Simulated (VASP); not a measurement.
Input of a VASP 6.6.1 run:

The input INCAR:

```
SYSTEM = ZrB2
PREC = Accurate ; ENCUT = 500
EDIFF = 1E-6 ; ISMEAR = -1
SIGMA = 0.05 ; LREAL = .FALSE.
LASPH = .TRUE. ; NELM = 120
ALGO = Normal ; ISIF = 2
LWAVE = .FALSE. ; LCHARG = .TRUE.
GGA = PS ; LELF = .TRUE.
LVHAR = .TRUE. ; NBANDS = 16
GGA_COMPAT = .FALSE.
```

Contents of KPOINTS:

```
Automatic mesh
0
G
  10 10 8
  0 0 0
```

Contents of POSCAR:

```
ZrB2
1.0
    3.1700000000      0.0317000000      0.0000000000
   -1.5575469947      2.7294505300      0.0000000000
    0.0000000000      0.0000000000      3.5330000000
Zr B
1 2
Direct
    0.0000000000      0.0000000000      0.0000000000
    0.6666666667      0.3333333333      0.5000000000
    0.3333333333      0.6666666667      0.5000000000
```

Potentials or basis: VASP PAW PBE potentials, release 64 (Zr_sv, B).

Run with:

```console
$ cat potpaw_PBE.64/Zr_sv/POTCAR potpaw_PBE.64/B/POTCAR > POTCAR
$ mpirun -np 1 vasp_std > vasp.out
```

(1) What does it give for the pressure?

(2) Estimate the band gap on the k mesh.

(3) What does it give for the largest force?

Results:

(1) -3.6 GPa.

(2) zero (bands 9 and 10 overlap by 0.82 eV).

(3) 0.030 eV/Å.

Caveat: the cell stands under tension; the PAW data sets were made with another functional, which shifts forces and pressure a little.
